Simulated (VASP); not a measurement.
## CdInS2: single point with PBE

CdInS2:

```xyz
4
Lattice="4.1697 0.0000 0.0000 -2.0849 3.6111 0.0000 0.0000 0.0000 5.8697" Properties=species:S:1:pos:R:3 pbc="T T T"
Cd    0.0000    0.0000    0.0000
In    0.0000    0.0000    2.9349
S     2.0849    1.2037    4.6636
S     0.0000    2.4074    1.2061
```

This cell differs from its parent crystal: atoms shifted along a free coordinate, c/a of the conventional cell at fixed volume 1.4077.

```json
{
  "Program": "VASP 6.6.1",
  "Task": "single point",
  "Functional": "PBE",
  "Potentials or basis": "VASP PAW PBE potentials, release 64 (Cd, In_d, S)",
  "Cutoff": "520 eV",
  "k mesh": "12 × 12 × 6",
  "Occupations": "gaussian, width 0.15 eV",
  "Spin": "no spin polarisation"
}
```

```
Pressure               : 3.9 GPa
Largest force          : 0.989 eV/Å
Band gap on the k mesh : zero (an odd number of electrons rules out a gap without spin polarisation)
```

Forces on the atoms (eV/Å):
```
Cd   0.000  0.000  0.000
In   0.000  0.000  0.000
S    0.000  0.000 -0.989
S    0.000  0.000  0.989
```

Stress tensor (GPa, compression positive):
```
-0.01  0.00  0.00
 0.00 -0.01  0.00
 0.00  0.00 11.80
```

Levels at points of the mesh, in eV from the Fermi level:
```csv
k point,band 15,band 16,band 17,band 18,band 19,band 20,band 21,band 22,band 23,band 24
"(0.00, 0.00, 0.00)",-2.33,-2.13,-1.74,-1.74,-1.59,1.08,4.08,4.08,4.56,6.35
"(0.50, 0.00, 0.00)",-3.85,-3.64,-2.88,-1.25,0.37,1.70,1.86,3.73,4.54,6.76
"(0.00, 0.00, 0.50)",-2.13,-2.13,-1.82,-1.82,0.42,0.53,4.07,4.07,4.18,4.75
"(0.50, 0.00, 0.50)",-3.36,-2.49,-2.35,-2.08,-0.42,1.53,3.84,4.95,5.08,6.36
```

Wall time 2.8 min on 1 thread of Intel(R) Xeon(R) Platinum 8259CL CPU @ 2.50GHz (Skylake/Cascade Lake) (shared host), peak memory 0.38 GiB.

Caveat: the stress differs along the axes, from -0 to 12 GPa; spin-orbit coupling is left out, which moves the levels of the heavy elements.
